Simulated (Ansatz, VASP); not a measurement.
## Hf2Ge3 in VASP and in Ansatz

```
Hf Ge
1.0
     5.26595    0.00000    0.00000
    -2.63298    4.56045    0.00000
     0.00000    0.00000    5.71142
Hf Ge
2 3
Direct
  0.00000 0.00000 0.73482
  0.00000 0.00000 0.26518
  0.50000 0.00000 0.50000
  0.00000 0.50000 0.50000
  0.50000 0.50000 0.50000
```

Alike in both runs: functional PBE; k mesh 6 × 6 × 4; occupations gaussian, width 0.1 eV; no spin polarisation.

Ansatz relaxed the structure, and its values are those at the end. VASP's run is a single point on that final structure, the one shown.

|  | VASP | Ansatz |
| --- | --- | --- |
| version | VASP 6.6.1 | Ansatz 0.2.0 |
| potentials or method | VASP PAW PBE potentials, release 64 (Hf_pv, Ge_d), cutoff 520 eV | scalar-relativistic, plane waves, PAW |
| valence electrons in the cell | 62 | 94 |

VASP gave:

```
gap on the k mesh at the Fermi level (eV) : none
pressure (GPa)                            : -0.4
rms of the force components (eV/Å)        : 0.038
```

Estimate Ansatz's values.

gap on the k mesh at the Fermi level (eV): none; pressure (GPa): -0.2; rms of the force components (eV/Å): 0.007.

A gap of «none» marks a metal or a gap that the smearing closes. With one functional, cell and mesh, what is left measures potentials, basis and numerics. VASP's potentials hold 62 valence electrons a cell and Ansatz's 94, so a difference there can come from the potentials and not from the codes.

Spin-orbit coupling is off throughout.
